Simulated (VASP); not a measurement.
Set up this calculation in VASP 6.6.1, as the native input.

- Task: single point
- Functional: r2SCAN
- Potentials or basis: VASP PAW PBE potentials, release 64 (Ti_sv, O)
- Cutoff: 520 eV
- k mesh: 6 × 6 × 6
- Occupations: fermi-dirac, width 0.05 eV
- Spin: no spin polarisation
- Dipole correction: no
- Further INCAR settings: ALGO = Normal; EDIFF = 1e-06; NBANDS = 33

Crystal: TiO2.

```xyz
6
Lattice="3.8273 0.0000 0.0000 -0.0009 3.8273 0.0000 -1.8620 -1.8624 4.7966" Properties=species:S:1:pos:R:3 pbc="T T T"
Ti    0.0470    2.8485    1.1992
Ti    1.9175   -0.8835    3.5975
O     0.0254   -0.9028    3.2001
O     1.9391    2.8678    1.5966
O     1.9363    1.0085    3.9949
O     0.0282    0.9564    0.8018
```

The input as run:

POSCAR

```
TiO2
1.0
    3.8273490000      0.0000000000      0.0000000000
   -0.0008784179      3.8273488992      0.0000000000
   -1.8619738737     -1.8624012659      4.7966369089
Ti O
2 4
Direct
    0.1341100000      0.8658900000      0.2500000000
    0.8658900000      0.1341100000      0.7500000000
    0.3312210000      0.0887550000      0.6671490000
    0.6687790000      0.9112450000      0.3328510000
    0.9112450000      0.6687790000      0.8328510000
    0.0887550000      0.3312210000      0.1671490000
```

INCAR.step1

```
PREC = Accurate ; ENCUT = 520
ISMEAR = -1 ; SIGMA = 0.05
LREAL = F ; LASPH = T
NELM = 100 ; NBANDS = 33
GGA = PE ; ALGO = Normal
EDIFF = 1E-4 ; LWAVE = T
LCHARG = F
```

INCAR.step2

```
PREC = Accurate ; ENCUT = 520
EDIFF = 1E-6 ; ISMEAR = -1
SIGMA = 0.05 ; LREAL = F
LASPH = T ; NELM = 100
ALGO = Normal ; ISIF = 2
LWAVE = F ; LCHARG = T
METAGGA = R2SCAN ; LMIXTAU = T
LELF = T ; LVHAR = T
NBANDS = 33 ; ISTART = 1
```

KPOINTS

```
regular mesh
0
Gamma
  6 6 6
```

Potentials or basis: VASP PAW PBE potentials, release 64 (Ti_sv, O).

Run with:

```console
$ cat potpaw_PBE.64/Ti_sv/POTCAR potpaw_PBE.64/O/POTCAR > POTCAR
$ cp INCAR.step1 INCAR
$ mpirun -np 1 vasp_std > vasp.out
$ cp INCAR.step2 INCAR
$ mpirun -np 1 vasp_std > vasp.out
```

Results of the run:

The pressure is -5.2 GPa, the largest force is 0.199 eV/Å and the band gap on the k mesh is 2.46 eV, indirect (least direct gap 2.82 eV).

Caveat: the PAW data sets were made with another functional, which shifts forces and pressure a little.

Run time: 7.7 min on 1 thread of Intel Xeon 6975P-C, with other jobs on the host, peak memory 0.27 GiB.
